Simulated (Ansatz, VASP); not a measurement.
**Se in VASP and in Ansatz**

File INCAR:

```
SYSTEM = Se
PREC = Accurate
ENCUT = 520
EDIFF = 1E-7
ISMEAR = 0
SIGMA = 0.05
LREAL = .FALSE.
LASPH = .TRUE.
NELM = 60
ALGO = Normal
ISIF = 2
LWAVE = .FALSE.
LCHARG = .TRUE.
GGA = PE
IVDW = 12
LELF = .TRUE.
LVHAR = .TRUE.
NBANDS = 16
```

The input KPOINTS:

```
Automatic mesh
0
G
  9 9 8
  0 0 0
```

The input POSCAR:

```
Se
1.0
    4.2945953382      0.0000000000      0.0000000000
   -2.1472976691      3.7192286618      0.0000000000
    0.0000000000      0.0000000000      4.6012294453
Se
3
Direct
    0.3087981154      0.0000000000      0.3333333333
    0.0000000000      0.3087981154      0.6666666667
    0.6912018846      0.6912018846      0.0000000000
```

Input for Ansatz:

```yaml
crystal:
  lattice:
    - [4.2945953382, 0.0, 0.0]
    - [-2.1472976691, 3.7192286618, 0.0]
    - [0.0, 0.0, 4.6012294453]
  atoms:
    - { symbol: Se, position: [0.3087981154, 0.0, 0.3333333333] }
    - { symbol: Se, position: [0.0, 0.3087981154, 0.6666666667] }
    - { symbol: Se, position: [0.6912018846, 0.6912018846, 0.0] }
basis:
  ecutwfc: 420
kpoints:
  mp_grid: { grid: [9, 9, 8] }
hamiltonian:
  xc: pbe
  dispersion: d3bj
scf:
  occupations: { method: gaussian, width: 0.05 }
output:
  forces: true
  stress: true
  eigenvalues: true
```

Alike in both runs: task single point; functional PBE; dispersion D3(BJ); k mesh 9 × 9 × 8; occupations gaussian, width 0.05 eV; no spin polarisation.

```csv
,VASP,Ansatz
version,VASP 6.6.1,Ansatz 0.2.0
potentials or method,"VASP PAW PBE potentials, release 64 (Se), cutoff 520 eV","scalar-relativistic, plane waves, PAW"
valence electrons in the cell,18,48
```

```tsv
	VASP	Ansatz	Ansatz less VASP
gap on the k mesh at the Fermi level (eV)	none	none	-
pressure (GPa)	-6.7	-6.7	-0.01
traceless stress, the component that is largest in VASP (GPa)	2.52	2.52	+0.002
rms of the force components (eV/Å)	0.241	0.242	+0.0005
```

Atom by atom the forces differ by 0.001 eV/Å (rms over components). A gap of «none» marks a metal or a gap that the smearing closes. VASP's potentials hold 18 valence electrons a cell and Ansatz's 48, so a difference there can come from the potentials and not from the codes.
